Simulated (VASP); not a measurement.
Write the native input for VASP 6.6.1 that does the following.

* Task: single point
* Functional: PBE
* Potentials or basis: VASP PAW PBE potentials, release 64 (Ag, Rh_pv)
* Cutoff: 500 eV
* k mesh: 8 × 8 × 4
* Occupations: methfessel-paxton, width 0.1 eV
* Spin: no spin polarisation
* Dipole correction: no
* Further INCAR settings: ALGO = Normal; EDIFF = 1e-06; NBANDS = 20

The structure of AgRh lies in POSCAR:

```
AgRh
1.0
    2.7775882000      0.0000000000      0.0000000000
   -1.3887941000      2.4054619400      0.0000000000
    0.0000000000      0.0000000000      4.8086020000
Ag Rh
1 1
Direct
    0.0000000000      0.0000000000      0.5000000000
    0.6666666700      0.3333333300      0.0000000000
```

One way to write it, as run:

INCAR

```
SYSTEM = AgRh
  PREC = Accurate
  ENCUT = 500
  EDIFF = 1E-6
  ISMEAR = 1
  SIGMA = 0.1
  LREAL = .False.
  LASPH = .True.
  NELM = 120
  ALGO = Normal
  ISIF = 2
  LWAVE = .False.
  LCHARG = .True.
  GGA = PE
  LELF = .True.
  LVHAR = .True.
  NBANDS = 20
  GGA_COMPAT = .False.
```

KPOINTS

```
regular mesh
0
Gamma
  8 8 4
  0 0 0
```

Potentials or basis: VASP PAW PBE potentials, release 64 (Ag, Rh_pv).

Launch:

```bash
$ cat potpaw_PBE.64/Ag/POTCAR potpaw_PBE.64/Rh_pv/POTCAR > POTCAR
$ mpirun -np 1 vasp_std > vasp.out
```

Results of the run:

```yaml
Pressure: -2.4 GPa
Band_gap_on_the_k_mesh: zero (band 13 reaches 9.97 eV, above the bottom of band 14 at 8.59 eV)
```

Run time: 27 s on 1 thread of Intel Xeon 8259CL, with other jobs on the host, peak memory 0.15 GiB.
